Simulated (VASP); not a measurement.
# GaAs (WC type) (P-6m2) in VASP: electric field gradients with r2SCAN

Aim: the electric field gradients of GaAs (WC type) with r2SCAN.

Everything below comes from runs of VASP 6.6.1. Logs are shortened: lines on timing, memory, paths and dates and some standing lists are left out, and cuts for length are marked.

## 1. The cell of the first run

It takes space group P-6m2 (No. 187, hexagonal). The conventional cell has a = 3.840 Å, b = 3.840 Å, c = 3.240 Å, α = 90.00°, β = 90.00°, γ = 120.00°. Within 3.6 Å of Ga (site symmetry -6m2) lie 6 As at 2.75 Å and 2 Ga at 3.24 Å. Within 3.6 Å of As (site symmetry -6m2) lie 6 Ga at 2.75 Å and 2 As at 3.24 Å.

## 2. Electric field gradients, r2SCAN

POSCAR

```
GaAs
1.0
    3.8404235174      0.0000000000      0.0000000000
   -1.9202117587      3.3259043274      0.0000000000
    0.0000000000      0.0000000000      3.2402766840
Ga As
1 1
Direct
    0.0000000000      0.0000000000      0.0000000000
    0.3333333333      0.6666666667      0.5000000000
```

INCAR.step1

```
  ALGO = Normal
  EDIFF = 1E-4
  ENCUT = 520
  GGA = PE
  ISMEAR = -1
  LASPH = True
  LCHARG = False
  LREAL = False
  LWAVE = True
  NBANDS = 16
  NELM = 100
  PREC = Accurate
  SIGMA = 0.05
```

INCAR.step2

```
  ALGO = Normal
  EDIFF = 1E-8
  ENCUT = 520
  ISIF = 2
  ISMEAR = -1
  ISTART = 1
  LASPH = True
  LCHARG = False
  LEFG = True
  LMIXTAU = True
  LREAL = False
  LWAVE = False
  METAGGA = R2SCAN
  NBANDS = 16
  NELM = 100
  PREC = Accurate
  SIGMA = 0.05
```

KPOINTS

```
k-points
0
Gamma
  13 13 11
```

Potentials or basis: VASP PAW PBE potentials, release 64 (Ga_d, As).

On the command line:

```sh
cat potpaw_PBE.64/Ga_d/POTCAR potpaw_PBE.64/As/POTCAR > POTCAR
cp INCAR.step1 INCAR
mpirun -np 1 vasp_std > vasp.out
cp INCAR.step2 INCAR
mpirun -np 1 vasp_std > vasp.out
```

OUTCAR:

```text
EDIFF = 1E-8
   ENCUT = 520
   ISIF = 2
   ISMEAR = -1
   ISTART = 1
   LASPH = True
   LREAL = False
   METAGGA = R2SCAN
   NELM = 100
   PREC = Accurate

 ion  position               nearest neighbor table
   1  0.000  0.000  0.000-   2 2.75   2 2.75   2 2.75   2 2.75   2 2.75   2 2.75
   2  0.333  0.667  0.500-   1 2.75   1 2.75   1 2.75   1 2.75   1 2.75   1 2.75

  LATTYP: Found a hexagonal cell.
 ALAT       =     3.8404235174
 C/A-ratio  =     0.8437289974

  Lattice vectors:

 A1 = (   3.8404235174,   0.0000000000,   0.0000000000)
 A2 = (  -1.9202117587,   3.3259043274,   0.0000000000)
 A3 = (   0.0000000000,   0.0000000000,   3.2402766840)

Analysis of symmetry for initial positions (statically):
=====================================================================
 Subroutine PRICEL returns:
 Original cell was already a primitive cell.

 Routine SETGRP: Setting up the symmetry group for a
 hexagonal supercell.

 Subroutine GETGRP returns: Found 12 space group operations
 (whereof 12 operations were pure point group operations)
 out of a pool of 24 trial point group operations.

The static configuration has the point symmetry D_3h.

Analysis of symmetry for dynamics (positions and initial velocities):
=====================================================================
 Subroutine PRICEL returns:
 Original cell was already a primitive cell.

 Routine SETGRP: Setting up the symmetry group for a
 hexagonal supercell.

 Subroutine GETGRP returns: Found 12 space group operations
 (whereof 12 operations were pure point group operations)
 out of a pool of 24 trial point group operations.

The dynamic configuration has the point symmetry D_3h.

 Subroutine INISYM returns: Found 12 space group operations
 (whereof 12 operations are pure point group operations),
 and found     1 'primitive' translations

----------------------------------------------------------------------------------------

                                     Primitive cell

  volume of cell :      41.3877

  direct lattice vectors                    reciprocal lattice vectors
     3.840423517  0.000000000  0.000000000     0.260387948  0.150335052  0.000000000
    -1.920211759  3.325904327  0.000000000     0.000000000  0.300670104  0.000000000
     0.000000000  0.000000000  3.240276684     0.000000000  0.000000000  0.308615621

  length of vectors
     3.840423517  3.840423517  3.240276684     0.300670104  0.300670104  0.308615621

  position of ions in fractional coordinates (direct lattice)
     0.000000000  0.000000000  0.000000000
     0.333333333  0.666666667  0.500000000

  ion indices of the primitive-cell ions
   primitive index   ion index
                 1           1
                 2           2

----------------------------------------------------------------------------------------

 KPOINTS: k-points

Automatic generation of k-mesh.
 Grid dimensions read from file:
 generate k-points for:   13   13   11

 Generating k-lattice:

  Cartesian coordinates                     Fractional coordinates (reciprocal lattice)
     0.020029842  0.011564235  0.000000000     0.076923077  0.000000000  0.000000000
     0.000000000  0.023128470  0.000000000     0.000000000  0.076923077  0.000000000
     0.000000000  0.000000000  0.028055966     0.000000000  0.000000000  0.090909091

  Length of vectors
     0.023128470  0.023128470  0.028055966

  Shift w.r.t. Gamma in fractional coordinates (k-lattice)
     0.000000000  0.000000000  0.000000000

 Subroutine IBZKPT returns following result:
 ===========================================

 Found    126 irreducible k-points:

 Following reciprocal coordinates:
            Coordinates               Weight
  0.000000  0.000000  0.000000      1.000000
  0.076923  0.000000  0.000000      6.000000
  0.153846 -0.000000  0.000000      6.000000
  0.230769  0.000000  0.000000      6.000000
  0.307692 -0.000000  0.000000      6.000000
  0.384615  0.000000  0.000000      6.000000
[... 16 lines left out ...]
  0.076923  0.000000  0.090909     12.000000
  0.153846 -0.000000  0.090909     12.000000
 [... further k-points ...]
   k-points           NKPTS =    126   k-points in BZ     NKDIM =    126   number of bands    NBANDS=     16
   number of dos      NEDOS =    301   number of ions     NIONS =      2
   total plane-waves  NPLWV =  21600
   dimension x,y,z NGX =    30 NGY =   30 NGZ =   24
   dimension x,y,z NGXF=    60 NGYF=   60 NGZF=   48
   ions per type =               1   1
   NGX,Y,Z   is equivalent  to a cutoff of  12.99, 12.99, 12.31 a.u.
   NGXF,Y,Z  is equivalent  to a cutoff of  25.97, 25.97, 24.63 a.u.
 SYSTEM =  unknown system
   PREC   = accura    normal or accurate (medium, high low for compatibility)
   ISTART =      1    job   : 0-new  1-cont  2-samecut
   ICHARG =      0    charge: 1-file 2-atom 10-const
   ISPIN  =      1    spin polarized calculation?
   LNONCOLLINEAR =      F non collinear calculations
   LSORBIT =      F    spin-orbit coupling
   LASPH  =      T    aspherical Exc in radial PAW
   ENCUT  =  520.0 eV  38.22 Ry    6.18 a.u.   7.14  7.14  6.02*2*pi/ulx,y,z
   NELM   =    100;   NELMIN=  2; NELMDL=  0     # of ELM steps
   EDIFF  = 0.1E-07   stopping-criterion for ELM
   LREAL  =      F    real-space projection
   EDIFFG = 0.1E-06   stopping-criterion for IOM
   NSW    =      0    number of steps for IOM
   IBRION =     -1    ionic relax: 0-MD 1-quasi-New 2-CG
   NFREE  =      0    steps in history (QN), initial steepest desc. (CG)
   ISIF   =      2    stress and relaxation
   ISYM   =      2    0-nonsym 1-usesym 2-fastsym
   POTIM  = 0.5000    time-step for ionic-motion
   TEBEG  =    0.0;   TEEND  =   0.0 temperature during run
   PSTRESS=    0.0 pullay stress
   NELECT =      18.0000    total number of electrons
   NUPDOWN=      -1.0000    fix difference up-down
   EMIN   =  10.00;   EMAX   =-10.00  energy-range for DOS
   EFERMI =   0.00;   METHOD = LEGACY
   ISMEAR =    -1;   SIGMA  =   0.05  broadening in eV -4-tet -1-fermi 0-gaus
   EFERMI_NEDOS =   21; number of points for ismear=-14 and -15
   IALGO  =     38    algorithm
   IMIX   =      4    mixing-type and parameters
     AMIX     =   0.40;   BMIX     =  1.00
     AMIX_MAG =   1.60;   BMIX_MAG =  1.00
  volume/ion in A,a.u.               =      20.69       139.65
  Fermi-wavevector in a.u.,A,eV,Ry     =   1.240344  2.343910 20.931914  1.538452
  Thomas-Fermi vector in A             =   2.374788
   LORBIT       =      0    0 simple, 1 ext, 2 COOP (PROOUT), +10 PAW based schemes
   METAGGA = R2SCAN    functional components
   LHFCALC =     F    Hartree Fock is set to
   AEXX    =    0.0000 exact exchange contribution
   IVDW    =     0    specifies the selected vdW correction
   LEPSILON=     F    determine dielectric tensor
   LRPA    =     F    only Hartree local field effects (RPA)
 non-spin polarized calculation
  energy-cutoff  :      520.00
  volume of cell :       41.39
 maximum number of plane-waves:      1131
 NGX is ok and might be reduce to    30
   NGX = 15   NGY = 15   NGZ = 13

 number of electron      18.0000006 magnetization

 Free energy of the ion-electron system (eV)
  ---------------------------------------------------
  ext. energy  EPLUGINS =         0.00000000
  ---------------------------------------------------
  free energy    TOTEN  =       -25.94403069 eV

  energy without entropy =      -25.93626565  energy(sigma->0) =      -25.94014817

 E-fermi :   4.8734     XC(G=0): -11.0056

 val. band max:        4.8565416529   @ k =   0.4615   0.0000   0.0909
 cond. band min:       4.8734613408   @ k =   0.3077   0.0769   0.0909
 fundamental gap:      0.0169196880
 Fermi energy:         4.8733548826

 k-point     1 :       0.0000    0.0000    0.0000
  band No.  band energies     occupation
      1     -10.6695      2.00000
      2     -10.6178      2.00000
      3     -10.6177      2.00000
      4     -10.5775      2.00000
      5     -10.5775      2.00000
      6      -8.8930      2.00000
[... 8 lines left out ...]
     15      16.1589      0.00000
     16      20.1148      0.00000
[... 419 lines left out ...]
 k-point    24 :       0.1538   -0.0000    0.0909
  band No.  band energies     occupation
      1     -10.6571      2.00000
      2     -10.6295      2.00000
      3     -10.6079      2.00000
      4     -10.5878      2.00000
      5     -10.5829      2.00000
      6      -8.5061      2.00000
[... 8 lines left out ...]
     15      15.2545      0.00000
     16      17.4959      0.00000

 [... further k-points ...]

------------------------ aborting loop because EDIFF is reached ----------------------------------------

  FORCE on cell =-STRESS in cart. coord.  units (eV):
  Direction    XX          YY          ZZ          XY          YZ          ZX
  --------------------------------------------------------------------------------------
  -------------------------------------------------------------------------------------
  Total       -0.5969608     -0.5969608     -0.6717351      0.0000000      0.0000000      0.0000000
  in kB      -23.1092282    -23.1092282    -26.0038519      0.0000000      0.0000000      0.0000000
  external PRESSURE =     -24.0741028 kB  Pullay stress =       0.0000000 kB

 VOLUME and BASIS-vectors are now :
 -----------------------------------------------------------------------------
  energy-cutoff  :      520.00
  volume of cell :       41.39
      direct lattice vectors                 reciprocal lattice vectors
     3.840423517  0.000000000  0.000000000     0.260387948  0.150335052  0.000000000
    -1.920211759  3.325904327  0.000000000     0.000000000  0.300670104  0.000000000
     0.000000000  0.000000000  3.240276684     0.000000000  0.000000000  0.308615621

 POSITION                                       TOTAL-FORCE (eV/Angst)
 -----------------------------------------------------------------------------------
      0.00000      0.00000      0.00000         0.000000     -0.000000      0.000000
     -0.00000      2.21727      1.62014        -0.000000      0.000000      0.000000
 -----------------------------------------------------------------------------------
    total drift:                                0.000010     -0.000006      0.000000

  FREE ENERGIE OF THE ION-ELECTRON SYSTEM (eV)
  ---------------------------------------------------
  free  energy   TOTEN  =       -25.9440306935 eV

  energy  without entropy=      -25.9362656469  energy(sigma->0) =      -25.94014817

 Electric field gradients (V/A^2)
---------------------------------------------------------------------
 ion       V_xx      V_yy      V_zz      V_xy      V_xz      V_yz
---------------------------------------------------------------------
   1      -4.103    -4.104     8.207    -0.001     0.000    -0.000
   2     -63.658   -63.658   127.316     0.000     0.000    -0.000
---------------------------------------------------------------------

 Electric field gradients after diagonalization (V/A^2)
 (convention: |V_zz| > |V_xx| > |V_yy|)
----------------------------------------------------------------------
 ion       V_xx      V_yy      V_zz     asymmetry (V_yy - V_xx)/ V_zz
----------------------------------------------------------------------
   1      -4.105    -4.102     8.207       0.000
   2     -63.658   -63.657   127.316       0.000
----------------------------------------------------------------------

           NMR quadrupolar parameters

 Cq : quadrupolar parameter    Cq=e*Q*V_zz/h
 eta: asymmetry parameters     (V_yy - V_xx)/ V_zz
 Q  : nuclear electric quadrupole moment in mb (millibarn)
----------------------------------------------------------------------
 ion       Cq(MHz)       eta       Q (mb)
----------------------------------------------------------------------
   1       0.020       0.000       1.000
   2       0.308       0.000       1.000
----------------------------------------------------------------------
```

Wall time 2.7 min (1 thread of Intel Xeon 6975P-C (Granite Rapids), shared host); peak memory 0.23 GiB.

Results:

| Property | Result |
| --- | --- |
| Free energy | -25.9440 eV |
| Pressure | -2.4 GPa |
| Band gap on the k mesh | zero (bands 9 and 10 overlap by 4.24 eV) |
| Largest electric field gradient by atom | Ga +8.2; As +127.3 V/Å² |

Electric field gradients, principal values (V/Å²):
```csv
atom,least,middle,greatest (by size)
1 Ga,-4.102,-4.105,8.207
2 As,-63.657,-63.658,127.316
```

Caveat: without QUAD_EFG the Cq values of the log hold for a quadrupole moment of 1 mb, not for the nuclei; the PAW data sets were made with another functional, which shifts forces and pressure a little.
